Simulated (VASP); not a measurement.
A run of VASP 6.6.1:

INCAR

```
SYSTEM = YBPd3
  PREC = Accurate
  ENCUT = 520
  EDIFF = 1E-7
  ISMEAR = -1
  SIGMA = 0.1
  LREAL = .False.
  LASPH = .True.
  NELM = 60
  ALGO = Normal
  ISIF = 2
  LWAVE = .False.
  LCHARG = .False.
  GGA = PS
  NBANDS = 30
```

The input KPOINTS:

```
regular mesh
0
Gamma
  8 8 8
  0 0 0
```

The input POSCAR:

```
YBPd3
1.0
    4.3250400000      0.0000000000      0.0000000000
    0.0000000000      4.3250400000      0.0000000000
    0.0000000000      0.0000000000      4.3250400000
Y B Pd
1 1 3
Direct
    0.0000000000      0.0000000000      0.0000000000
    0.5000000000      0.5000000000      0.5000000000
    0.0000000000      0.5000000000      0.5000000000
    0.5000000000      0.5000000000      0.0000000000
    0.5000000000      0.0000000000      0.5000000000
```

Potentials or basis: VASP PAW PBE potentials, release 64 (Y_sv, B, Pd).

The run is started by

```console
$ cat potpaw_PBE.64/Y_sv/POTCAR potpaw_PBE.64/B/POTCAR potpaw_PBE.64/Pd/POTCAR > POTCAR
$ mpirun -np 1 vasp_std > vasp.out
```

Hardware: 1 thread of Oxide Virtual Turin-like Processor (shared host).

Q: How long does it take, and how much memory?

A: Wall time 90 s on 1 thread of Oxide Virtual Turin-like Processor, with other jobs on the host, peak memory 0.21 GiB. Counts: scf iterations 16, k points 35.
